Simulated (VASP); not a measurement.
A run of VASP 6.6.1 is set up as follows.

File INCAR:

```
PREC = Accurate
ENCUT = 600
EDIFF = 1E-7
ISMEAR = 0
SIGMA = 0.1
LREAL = F
LASPH = T
NELM = 100
ALGO = Normal
ISIF = 3
LWAVE = F
LCHARG = F
GGA = PS
IBRION = 2
NSW = 100
EDIFFG = -0.005
```

The input KPOINTS:

```
regular mesh
0
Gamma
  15 15 8
```

The input POSCAR:

```
PtSe2
1.0
    3.7240002924      0.0000000000      0.0000000000
   -1.8620001462      3.2250788569      0.0000000000
    0.0000000000      0.0000000000      5.0619995757
Pt Se
1 2
Direct
    0.0000000000      0.0000000000      0.0000000000
    0.3333333333      0.6666666667      0.2500000000
    0.6666666667      0.3333333333      0.7500000000
```

Potentials or basis: VASP PAW PBE potentials, release 64 (Pt, Se).

Run with:

```console
$ cat potpaw_PBE.64/Pt/POTCAR potpaw_PBE.64/Se/POTCAR > POTCAR
$ mpirun -np 1 vasp_std > vasp.out
```

(1) Estimate the relaxed volume.

(2) What does it give for the relaxed cell?

Results:

(1) 19.84 Å³/atom.

(2) a = 3.761 Å, b = 3.761 Å, c = 4.856 Å, α = 90.00°, β = 90.00°, γ = 120.00°.

Caveat: the PAW data sets were made with another functional, which shifts forces and pressure a little.
